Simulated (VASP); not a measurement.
Crystal: Co.

```xyz
3
Lattice="3.9701 0.0000 0.0000 -1.9851 3.4382 0.0000 0.0000 0.0000 2.4337" Properties=species:S:1:pos:R:3 pbc="T T T"
Co    0.0000    0.0000    0.0000
Co    0.0000    2.2922    1.2168
Co    1.9851    1.1461    1.2168
```

This isn't the form of Co at room conditions, which is hcp.

* Program: VASP 6.6.1
* Task: relaxation of cell and atoms
* Functional: PBE
* Potentials or basis: VASP PAW PBE potentials, release 64 (Co)
* Cutoff: 600 eV
* k mesh: 9 × 9 × 13
* Occupations: fermi-dirac, width 0.1 eV
* Spin: no spin polarisation

At the start: pressure -10.5 GPa; volume 11.07 Å³/atom.

Problem. How do energy, volume and symmetry change on relaxing?

Solution. Over 5 steps the energy falls by 18.6 meV/atom and the volume is 10.54 Å³/atom (-4.8 %); space group P6/mmm (No. 191, to 0.1 Å) before and after.

The path:
| step | energy change (eV) | largest force (eV/Å) | pressure (GPa) | volume (Å³) |
| --- | --- | --- | --- | --- |
| 1 | 0.0000 | 0.0000 | -10.46 | 33.22 |
| 2 | 0.0227 | 0.0000 | 15.30 | 29.86 |
| 3 | -0.0557 | 0.0000 | -0.12 | 31.62 |
| 4 | -0.0557 | 0.0000 | 0.12 | 31.58 |
| 5 | -0.0558 | 0.0000 | -0.11 | 31.62 |

Final structure:
```
CELL_PARAMETERS angstrom
3.90581 0.00000 0.00000
-1.95290 3.38253 0.00000
0.00000 0.00000 2.39307
ATOMIC_POSITIONS crystal
Co 0.00000 0.00000 0.00000
Co 0.33333 0.66667 0.50000
Co 0.66667 0.33333 0.50000
```

Caveat: the run has no spin polarisation, though such a crystal can be magnetic.
